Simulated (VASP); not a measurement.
# BP (F-43m) in VASP: further runs

BP is run at these levels: r2SCAN; tasks: relaxation of cell and atoms.

Everything below comes from runs of VASP 6.6.1. Logs are shortened: lines on timing, memory, paths and dates and some standing lists are left out, and cuts for length are marked.

## (1) The cell of the first run

Symmetry: F-43m, No. 216, cubic system. The conventional cell has a = 4.537 Å, b = 4.537 Å, c = 4.537 Å, α = 90.00°, β = 90.00°, γ = 90.00°. B (site symmetry -43m) has 4 P at 1.96 Å within 2.6 Å. P (site symmetry -43m) has 4 B at 1.96 Å within 2.6 Å.

## (2) Relaxation of cell and atoms, r2SCAN, target pressure 7 GPa, at which the enthalpy is minimised

Contents of POSCAR:

```
BP
1.0
    2.2682571427      2.2682571427      0.0000000000
   -2.2682571427      2.2682571427      0.0000000000
    0.0000000000      2.2682571427      2.2682571427
B P
1 1
Direct
    0.0000000000      0.0000000000      0.0000000000
    0.7500000000      0.2500000000      0.5000000000
```

Contents of INCAR.step1:

```
PREC     = Accurate       # precision mode
ENCUT    = 600            # plane-wave cutoff, eV
ISMEAR   = 0              # smearing method
SIGMA    = 0.01           # smearing width, eV
LREAL    = F              # projectors in reciprocal space
LASPH    = T              # aspherical terms in the spheres
NELM     = 80             # most SCF steps
GGA      = PE             # functional
ALGO     = Normal         # electronic algorithm
EDIFF    = 1E-4           # SCF threshold, eV
LWAVE    = T              # write WAVECAR
LCHARG   = F              # write CHGCAR
```

Contents of INCAR.step2:

```
PREC     = Accurate       # precision mode
ENCUT    = 600            # plane-wave cutoff, eV
EDIFF    = 1E-6           # SCF threshold, eV
ISMEAR   = 0              # smearing method
SIGMA    = 0.01           # smearing width, eV
LREAL    = F              # projectors in reciprocal space
LASPH    = T              # aspherical terms in the spheres
NELM     = 80             # most SCF steps
ALGO     = Normal         # electronic algorithm
ISIF     = 3              # what is computed and relaxed
LWAVE    = F              # write WAVECAR
LCHARG   = F              # write CHGCAR
METAGGA  = R2SCAN         # meta-GGA
LMIXTAU  = T            
IBRION   = 2              # ionic algorithm
NSW      = 100            # ionic steps
EDIFFG   = -0.002         # ionic threshold
PSTRESS  = 70.0         
ISTART   = 1
```

Contents of KPOINTS:

```
regular mesh
0
Gamma
  8 8 8
```

Potentials or basis: VASP PAW PBE potentials, release 64 (B, P).

The run is started by

```console
> cat potpaw_PBE.64/B/POTCAR potpaw_PBE.64/P/POTCAR > POTCAR
> cp INCAR.step1 INCAR
> mpirun -np 1 vasp_std > vasp.out
> cp INCAR.step2 INCAR
> mpirun -np 1 vasp_std > vasp.out
```

OUTCAR:

```text
PREC = Accurate
   ENCUT = 600
   EDIFF = 1E-6
   ISMEAR = 0
   LREAL = F
   LASPH = T
   NELM = 80
   ISIF = 3
   METAGGA = R2SCAN
   IBRION = 2
   NSW = 100
   EDIFFG = -0.002
   PSTRESS = 70.0
   ISTART = 1

 ion  position               nearest neighbor table
   1  0.000  0.000  0.000-   2 1.96   2 1.96   2 1.96   2 1.96
   2  0.750  0.250  0.500-   1 1.96   1 1.96   1 1.96   1 1.96

  LATTYP: Found a face centered cubic cell.
 ALAT       =     4.5365142854

  Lattice vectors:

 A1 = (   0.0000000000,   2.2682571427,   2.2682571427)
 A2 = (   2.2682571427,   0.0000000000,   2.2682571427)
 A3 = (   2.2682571427,   2.2682571427,   0.0000000000)

Analysis of symmetry for initial positions (statically):
=====================================================================
 Subroutine PRICEL returns:
 Original cell was already a primitive cell.

 Routine SETGRP: Setting up the symmetry group for a
 face centered cubic supercell.

 Subroutine GETGRP returns: Found 24 space group operations
 (whereof 24 operations were pure point group operations)
 out of a pool of 48 trial point group operations.

The static configuration has the point symmetry T_d .

Analysis of symmetry for dynamics (positions and initial velocities):
=====================================================================
 Subroutine PRICEL returns:
 Original cell was already a primitive cell.

 Routine SETGRP: Setting up the symmetry group for a
 face centered cubic supercell.

 Subroutine GETGRP returns: Found 24 space group operations
 (whereof 24 operations were pure point group operations)
 out of a pool of 48 trial point group operations.

The dynamic configuration has the point symmetry T_d .

 Subroutine INISYM returns: Found 24 space group operations
 (whereof 24 operations are pure point group operations),
 and found     1 'primitive' translations

----------------------------------------------------------------------------------------

                                     Primitive cell

  volume of cell :      23.3403

  direct lattice vectors                    reciprocal lattice vectors
     2.268257143  2.268257143  0.000000000     0.220433561  0.220433561 -0.220433561
    -2.268257143  2.268257143  0.000000000    -0.220433561  0.220433561 -0.220433561
     0.000000000  2.268257143  2.268257143     0.000000000  0.000000000  0.440867123

  length of vectors
     3.207800014  3.207800014  3.207800014     0.381802128  0.381802128  0.440867123

  position of ions in fractional coordinates (direct lattice)
     0.000000000  0.000000000  0.000000000
     0.750000000  0.250000000  0.500000000

  ion indices of the primitive-cell ions
   primitive index   ion index
                 1           1
                 2           2

----------------------------------------------------------------------------------------

 KPOINTS: regular mesh

Automatic generation of k-mesh.
 Grid dimensions read from file:
 generate k-points for:    8    8    8

 Generating k-lattice:

  Cartesian coordinates                     Fractional coordinates (reciprocal lattice)
     0.027554195  0.027554195 -0.027554195     0.125000000  0.000000000  0.000000000
    -0.027554195  0.027554195 -0.027554195     0.000000000  0.125000000  0.000000000
     0.000000000  0.000000000  0.055108390     0.000000000  0.000000000  0.125000000

  Length of vectors
     0.047725266  0.047725266  0.055108390

  Shift w.r.t. Gamma in fractional coordinates (k-lattice)
     0.000000000  0.000000000  0.000000000

 Subroutine IBZKPT returns following result:
 ===========================================

 Found     29 irreducible k-points:

 Following reciprocal coordinates:
            Coordinates               Weight
  0.000000  0.000000  0.000000      1.000000
  0.125000  0.000000  0.000000      8.000000
  0.250000  0.000000  0.000000      8.000000
  0.375000  0.000000  0.000000      8.000000
  0.500000  0.000000  0.000000      4.000000
  0.125000  0.125000  0.000000     12.000000
[... 16 lines left out ...]
  0.375000  0.250000  0.125000     48.000000
  0.500000  0.250000  0.125000     24.000000
 [... further k-points ...]
   k-points           NKPTS =     29   k-points in BZ     NKDIM =     29   number of bands    NBANDS=      8
   number of dos      NEDOS =    301   number of ions     NIONS =      2
   total plane-waves  NPLWV =  21952
   dimension x,y,z NGX =    28 NGY =   28 NGZ =   28
   dimension x,y,z NGXF=    56 NGYF=   56 NGZF=   56
   ions per type =               1   1
   NGX,Y,Z   is equivalent  to a cutoff of  14.51, 14.51, 14.51 a.u.
   NGXF,Y,Z  is equivalent  to a cutoff of  29.02, 29.02, 29.02 a.u.
 SYSTEM =  unknown system
   PREC   = accura    normal or accurate (medium, high low for compatibility)
   ISTART =      1    job   : 0-new  1-cont  2-samecut
   ICHARG =      0    charge: 1-file 2-atom 10-const
   ISPIN  =      1    spin polarized calculation?
   LNONCOLLINEAR =      F non collinear calculations
[... 52 lines left out ...]
  free energy    TOTEN  =       -17.31205563 eV

  energy without entropy =      -17.31205563  energy(sigma->0) =      -17.31205563

------------------------ aborting loop because EDIFF is reached ----------------------------------------

  FORCE on cell =-STRESS in cart. coord.  units (eV):
  Direction    XX          YY          ZZ          XY          YZ          ZX
  --------------------------------------------------------------------------------------
  -------------------------------------------------------------------------------------
  Total       -0.0703908     -0.0703908     -0.0703908     -0.0000000      0.0000000     -0.0000000
  in kB       -4.8319216     -4.8319216     -4.8319216     -0.0000000      0.0000000     -0.0000000
  external PRESSURE =     -74.8319216 kB  Pullay stress =      70.0000000 kB

 VOLUME and BASIS-vectors are now :
 -----------------------------------------------------------------------------
  energy-cutoff  :      600.00
  volume of cell :       23.34
      direct lattice vectors                 reciprocal lattice vectors
     2.268257143  2.268257143  0.000000000     0.220433561  0.220433561 -0.220433561
    -2.268257143  2.268257143  0.000000000    -0.220433561  0.220433561 -0.220433561
     0.000000000  2.268257143  2.268257143     0.000000000  0.000000000  0.440867123
[... 160 lines left out ...]
  FREE ENERGIE OF THE ION-ELECTRON SYSTEM (eV)
  ---------------------------------------------------
  free  energy   TOTEN  =       -17.2942652900 eV

  energy  without entropy=      -17.2942652900  energy(sigma->0) =      -17.29426529

  enthalpy is  TOTEN    =       -16.3149537030 eV   P V=        0.9793115870

--------------------------------------- Ionic step        6  -------------------------------------------

 number of electron       8.0000000 magnetization

 Free energy of the ion-electron system (eV)
  ---------------------------------------------------
  ext. energy  EPLUGINS =         0.00000000
  ---------------------------------------------------
  free energy    TOTEN  =       -17.29371122 eV

  energy without entropy =      -17.29371122  energy(sigma->0) =      -17.29371122

 E-fermi :   7.9965     XC(G=0): -11.6919

 val. band max:        7.8969519667   @ k =   0.0000   0.0000   0.0000
 cond. band min:       9.3235427359   @ k =  -0.3750   0.3750   0.0000
 fundamental gap:      1.4265907692
 Fermi energy:         7.9964641376

 k-point     1 :       0.0000    0.0000    0.0000
  band No.  band energies     occupation
      1      -8.7552      2.00000
      2       7.8970      2.00000
      3       7.8970      2.00000
      4       7.8970      2.00000
      5      11.6052      0.00000
      6      11.6052      0.00000
      7      11.6052      0.00000
      8      16.5914      0.00000

 k-point     2 :       0.1250    0.0000    0.0000
  band No.  band energies     occupation
      1      -8.4496      2.00000
      2       5.8984      2.00000
      3       7.4279      2.00000
      4       7.4279      2.00000
      5      12.2571      0.00000
      6      12.2571      0.00000
      7      12.2732      0.00000
      8      17.3418      0.00000
[... 221 lines left out ...]
 k-point    23 :       0.3750    0.2500    0.1250
  band No.  band energies     occupation
      1      -5.4079      2.00000
      2       0.2219      2.00000
      3       3.0725      2.00000
      4       4.8965      2.00000
      5      12.3833      0.00000
      6      13.8864      0.00000
      7      15.9534      0.00000
      8      17.0325      0.00000

 k-point    24 :       0.5000    0.2500    0.1250
  band No.  band energies     occupation
      1      -4.3649      2.00000
      2      -1.2852      2.00000
      3       2.9964      2.00000
      4       4.4878      2.00000
      5      12.4592      0.00000
      6      13.6091      0.00000
      7      17.0762      0.00000
      8      18.6811      0.00000

 [... further k-points ...]

------------------------ aborting loop because EDIFF is reached ----------------------------------------

  FORCE on cell =-STRESS in cart. coord.  units (eV):
  Direction    XX          YY          ZZ          XY          YZ          ZX
  --------------------------------------------------------------------------------------
  -------------------------------------------------------------------------------------
  Total        0.9793927      0.9793927      0.9793927     -0.0000000     -0.0000000      0.0000000
  in kB       70.0457833     70.0457833     70.0457833     -0.0000000     -0.0000000      0.0000000
  external PRESSURE =       0.0457833 kB  Pullay stress =      70.0000000 kB

 VOLUME and BASIS-vectors are now :
 -----------------------------------------------------------------------------
  energy-cutoff  :      600.00
  volume of cell :       22.40
      direct lattice vectors                 reciprocal lattice vectors
     2.237442183  2.237442183 -0.000000000     0.223469462  0.223469462 -0.223469462
    -2.237442183  2.237442183  0.000000000    -0.223469462  0.223469462 -0.223469462
    -0.000000000  2.237442183  2.237442183     0.000000000 -0.000000000  0.446938923

 POSITION                                       TOTAL-FORCE (eV/Angst)
 -----------------------------------------------------------------------------------
     -0.00000      0.00000      0.00000        -0.000000     -0.000000     -0.000000
      1.11872      3.35616      1.11872         0.000000      0.000000      0.000000
 -----------------------------------------------------------------------------------
    total drift:                                0.000000      0.000000     -0.000000

  FREE ENERGIE OF THE ION-ELECTRON SYSTEM (eV)
  ---------------------------------------------------
  free  energy   TOTEN  =       -17.2937112225 eV

  energy  without entropy=      -17.2937112225  energy(sigma->0) =      -17.29371122

  enthalpy is  TOTEN    =       -16.3149586465 eV   P V=        0.9787525759

 reached required accuracy - stopping structural energy minimisation
```

It took 69 s on 1 thread of Intel Xeon 6975P-C (Granite Rapids), shared host; peak memory 0.16 GiB.

What came out:

* Free energy: -17.2937 eV
* Relaxed volume: 11.20 Å³/atom
* Relaxed cell: a = 3.164 Å, b = 3.164 Å, c = 3.164 Å, α = 60.00°, β = 60.00°, γ = 90.00°
* Space group after relaxing (to 0.1 Å): F-43m (No. 216)
* Energy change on relaxing (the run minimises the enthalpy): +9.2 meV/atom
* Ionic steps: 6
* Pressure after relaxing: 7.0 GPa
* Band gap on the k mesh: 1.43 eV (least direct gap 3.71 eV)

The path:
```
step  energy change (eV)  largest force (eV/Å)  pressure (GPa)  volume (Å³)
   1              0.0000                0.0000           -0.48        23.34
   2              0.0768                0.0000           15.17        21.55
   3              0.0182                0.0000            6.95        22.41
   4              0.0190                0.0000            7.13        22.39
   5              0.0178                0.0000            6.88        22.41
   6              0.0183                0.0000            7.00        22.40
```

Final structure:
```
B P
1.0
     2.23744    2.23744    0.00000
    -2.23744    2.23744    0.00000
     0.00000    2.23744    2.23744
B P
1 1
Cartesian
  0.0000 0.0000 0.0000
  1.1187 3.3562 1.1187
```

Caveat: the cell is relaxed towards a set pressure, so the run minimises the enthalpy, not the energy; the PAW data sets were made with another functional, which shifts forces and pressure a little.

## (3) Relaxation of cell and atoms, r2SCAN, target pressure 10 GPa, at which the enthalpy is minimised

POSCAR is that of step 2.

Contents of INCAR.step1:

```
SYSTEM = BP
  ALGO = Normal
  EDIFF = 1E-4
  ENCUT = 600
  GGA = PE
  ISMEAR = 0
  LASPH = .True.
  LCHARG = .False.
  LREAL = .False.
  LWAVE = .True.
  NELM = 100
  PREC = Accurate
  SIGMA = 0.01
```

Contents of INCAR.step2:

```
SYSTEM = BP
  ALGO = Normal
  EDIFF = 1E-6
  EDIFFG = -0.002
  ENCUT = 600
  IBRION = 2
  ISIF = 3
  ISMEAR = 0
  ISTART = 1
  LASPH = .True.
  LCHARG = .False.
  LMIXTAU = .True.
  LREAL = .False.
  LWAVE = .False.
  METAGGA = R2SCAN
  NELM = 100
  NSW = 100
  PREC = Accurate
  PSTRESS = 100.0
  SIGMA = 0.01
```

Contents of KPOINTS:

```
k-points
0
Gamma
  8 8 8
  0 0 0
```

Potentials or basis: VASP PAW PBE potentials, release 64 (B, P).

The run is started by

```console
> cat potpaw_PBE.64/B/POTCAR potpaw_PBE.64/P/POTCAR > POTCAR
> cp INCAR.step1 INCAR
> mpirun -np 1 vasp_std > vasp.out
> cp INCAR.step2 INCAR
> mpirun -np 1 vasp_std > vasp.out
```

Run time: 63 s. Hardware: 1 thread of Intel Xeon 6975P-C (Granite Rapids), shared host; peak memory 0.15 GiB.

It converged, with:

| Quantity | Value |
| --- | --- |
| Free energy | -17.2762 eV |
| Relaxed volume | 11.04 Å³/atom |
| Relaxed cell | a = 3.149 Å, b = 3.149 Å, c = 3.149 Å, α = 60.00°, β = 60.00°, γ = 90.00° |
| Space group after relaxing (to 0.1 Å) | F-43m (No. 216) |
| Energy change on relaxing (the run minimises the enthalpy) | +17.9 meV/atom |
| Ionic steps | 6 |
| Pressure after relaxing | 10.0 GPa |
| Band gap on the k mesh | 1.41 eV (least direct gap 3.73 eV) |

The path:
| step | energy change (eV) | largest force (eV/Å) | pressure (GPa) | volume (Å³) |
| --- | --- | --- | --- | --- |
| 1 | 0.0000 | 0.0000 | -0.48 | 23.34 |
| 2 | 0.1587 | 0.0000 | 22.94 | 20.85 |
| 3 | 0.0352 | 0.0000 | 9.90 | 22.08 |
| 4 | 0.0367 | 0.0000 | 10.15 | 22.06 |
| 5 | 0.0349 | 0.0000 | 9.85 | 22.09 |
| 6 | 0.0358 | 0.0000 | 10.00 | 22.07 |

Final structure:
```cif
data_structure
_symmetry_space_group_name_H-M 'P 1'
_symmetry_Int_Tables_number 1
_cell_length_a 3.1486
_cell_length_b 3.1486
_cell_length_c 3.1486
_cell_angle_alpha 60.000
_cell_angle_beta 60.000
_cell_angle_gamma 90.000
_cell_volume 22.07
loop_
_atom_site_label
_atom_site_type_symbol
_atom_site_fract_x
_atom_site_fract_y
_atom_site_fract_z
_atom_site_occupancy
B1 B 0.00000 0.00000 0.00000 1
P1 P 0.75000 0.25000 0.50000 1
```

Levels at points of the mesh, in eV from the valence-band top:
| k point | band 1 | band 2 | band 3 | band 4 | band 5 | band 6 | band 7 | band 8 |
| --- | --- | --- | --- | --- | --- | --- | --- | --- |
| (0.00, 0.00, 0.00) | -16.79 | 0.00 | 0.00 | 0.00 | 3.73 | 3.73 | 3.73 | 8.94 |
| (0.50, 0.00, 0.00) | -13.07 | -9.93 | -1.94 | -1.94 | 4.50 | 5.06 | 5.06 | 11.14 |
| (0.50, 0.50, 0.00) | -11.32 | -9.44 | -4.56 | -4.56 | 1.42 | 1.86 | 13.63 | 13.63 |

Caveat: the cell is relaxed towards a set pressure, so the run minimises the enthalpy, not the energy; the PAW data sets were made with another functional, which shifts forces and pressure a little. A k mesh can miss the band edges.

## (4) Relaxation of cell and atoms, r2SCAN, target pressure 15 GPa, at which the enthalpy is minimised

POSCAR is that of step 3.

Contents of INCAR.step1:

```
SYSTEM = BP
PREC = Accurate
ENCUT = 600
ISMEAR = 0
SIGMA = 0.01
LREAL = .FALSE.
LASPH = .TRUE.
NELM = 100
GGA = PE
ALGO = Normal
EDIFF = 1E-4
LWAVE = .TRUE.
LCHARG = .FALSE.
```

Contents of INCAR.step2:

```
SYSTEM = BP
PREC = Accurate
ENCUT = 600
EDIFF = 1E-6
ISMEAR = 0
SIGMA = 0.01
LREAL = .FALSE.
LASPH = .TRUE.
NELM = 100
ALGO = Normal
ISIF = 3
LWAVE = .FALSE.
LCHARG = .FALSE.
METAGGA = R2SCAN
LMIXTAU = .TRUE.
IBRION = 2
NSW = 100
EDIFFG = -0.002
PSTRESS = 150.0
ISTART = 1
```

Contents of KPOINTS:

```
Automatic mesh
0
G
  8 8 8
  0 0 0
```

The run is started by

```console
> cat potpaw_PBE.64/B/POTCAR potpaw_PBE.64/P/POTCAR > POTCAR
> cp INCAR.step1 INCAR
> mpirun -np 1 vasp_std > vasp.out
> cp INCAR.step2 INCAR
> mpirun -np 1 vasp_std > vasp.out
```

Wall time 74 s (1 thread of Intel Xeon 6975P-C (Granite Rapids), shared host); peak memory 0.16 GiB.

It converged, with:

```yaml
Free_energy: -17.2368 eV
Relaxed_volume: 10.78 Å³/atom
Relaxed_cell: a = 3.124 Å, b = 3.124 Å, c = 3.124 Å, α = 60.00°, β = 60.00°, γ = 90.00°
Space_group_after_relaxing_to_0.1_Å: F-43m (No. 216)
Energy_change_on_relaxing_the_run_minimises_the_enthalpy: +37.6 meV/atom
Ionic_steps: 7
Pressure_after_relaxing: 15.0 GPa
Band_gap_on_the_k_mesh: 1.37 eV (least direct gap 3.78 eV)
```

The path:
```csv
step,energy change (eV),largest force (eV/Å),pressure (GPa),volume (Å³)
1,0.0000,0.0000,-0.48,23.34
2,0.3701,0.0000,38.13,19.73
3,0.0725,0.0000,14.69,21.59
4,0.0756,0.0000,15.06,21.56
5,0.0745,0.0000,14.96,21.57
6,0.0750,0.0000,14.96,21.57
7,0.0752,0.0000,14.99,21.56
```

Final structure:
```
B P
1.0
     2.20918    2.20918    0.00000
    -2.20918    2.20918    0.00000
     0.00000    2.20918    2.20918
B P
1 1
Direct
  0.00000 0.00000 0.00000
  0.75000 0.25000 0.50000
```

Levels at points of the mesh, in eV from the valence-band top:
```tsv
k point	band 1	band 2	band 3	band 4	band 5	band 6	band 7	band 8
(0.00, 0.00, 0.00)	-17.02	0.00	0.00	0.00	3.78	3.78	3.78	9.33
(0.50, 0.00, 0.00)	-13.20	-10.11	-1.96	-1.96	4.66	5.08	5.08	11.23
(0.50, 0.50, 0.00)	-11.41	-9.56	-4.65	-4.65	1.37	1.84	13.87	13.87
```

Caveat: the cell is relaxed towards a set pressure, so the run minimises the enthalpy, not the energy; the PAW data sets were made with another functional, which shifts forces and pressure a little. A k mesh can miss the band edges.

## (5) Overview

| cell | gap on the mesh (eV) | pressure (GPa) |
| --- | --- | --- |
| relaxed to 7 GPa | 1.43 | 7.0 |
| relaxed to 10 GPa | 1.41 | 10.0 |
| relaxed to 15 GPa | 1.37 | 15.0 |

Alike in all rows: task relaxation of cell and atoms; level r2SCAN; potentials or basis VASP PAW PBE potentials, release 64 (B, P); no spin polarisation; k mesh 8 × 8 × 8; cutoff (eV) 600; smearing gaussian 0.01 eV.

Caveats: the cell is relaxed towards a set pressure, so the run minimises the enthalpy, not the energy; the PAW data sets were made with another functional, which shifts forces and pressure a little.

Absolute energies hang on the potentials; compare differences alone.
